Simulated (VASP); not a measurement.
Runs of VASP 6.6.1 on HfO2. The structure is that of space group Fm-3m (No. 225), or close to it. The cells are those of the table. 

```tsv
level	cell	smearing	gap on the mesh (eV)	pressure (GPa)
r2SCAN	a = 3.624 Å, angles 59.1°, 3 atoms	gaussian 0.01 eV	4.26	-8.7
PBE	a = 3.577, b = 3.531, c = 3.531 Å, angles 60.9, 59.6, 59.6°, 3 atoms	fermi-dirac 0.02 eV	3.61	(b)
r2SCAN	a = 3.577, b = 3.531, c = 3.531 Å, angles 60.9, 59.6, 59.6°, 3 atoms	gaussian 0.01 eV	(a)	3.3
PBE	a = 3.624 Å, angles 59.1°, 3 atoms	fermi-dirac 0.02 eV	3.77	(c)
```

Alike in all rows: task single point; potentials or basis VASP PAW PBE potentials, release 64 (Hf_pv, O); no spin polarisation; k mesh 8 × 8 × 8; cutoff (eV) 520.

Task: Fill in the values left out.

Result: (a) 4.14; (b) 9.4; (c) -2.7.

Caveats: spin-orbit coupling is left out, which moves the levels of the heavy elements; the PAW data sets were made with another functional, which shifts forces and pressure a little (some runs).

A k mesh can miss the band edges, and the runs leave out spin-orbit coupling on Hf.
